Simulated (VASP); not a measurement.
Sr2TeO:

```
CELL_PARAMETERS angstrom
4.35631 0.00000 0.00000
0.00000 4.35631 0.00000
0.00000 0.00000 6.17239
ATOMIC_POSITIONS crystal
O 0.00000 0.00000 0.00000
Sr 0.00000 0.00000 0.50000
Sr 0.50000 0.50000 0.00000
Te 0.50000 0.50000 0.50000
```

Base run:

| Quantity | Value |
| --- | --- |
| Program | VASP 6.6.1 |
| Functional | r2SCAN |
| Potentials or basis | VASP PAW PBE potentials, release 64 (O, Sr_sv, Te) |
| Cutoff | 520 eV |
| k mesh | 6 × 6 × 4 |
| Occupations | gaussian, width 0.01 eV |
| Spin | no spin polarisation |

Its results: band gap on the k mesh 1.82 eV; pressure 0.1 GPa.

Problem. The run is repeated on the same cell with these changes: functional from r2SCAN to PBE; k mesh from 6 × 6 × 4 to 4 × 4 × 2. What comes out?

Solution. Band gap on the k mesh 1.45 eV; pressure 0.8 GPa.

Several settings changed at once.

Caveats: some runs use coarse meshes; spin-orbit coupling is left out, which moves the levels of the heavy elements; the PAW data sets were made with another functional, which shifts forces and pressure a little (at least some runs).

A k mesh can miss the band edges.
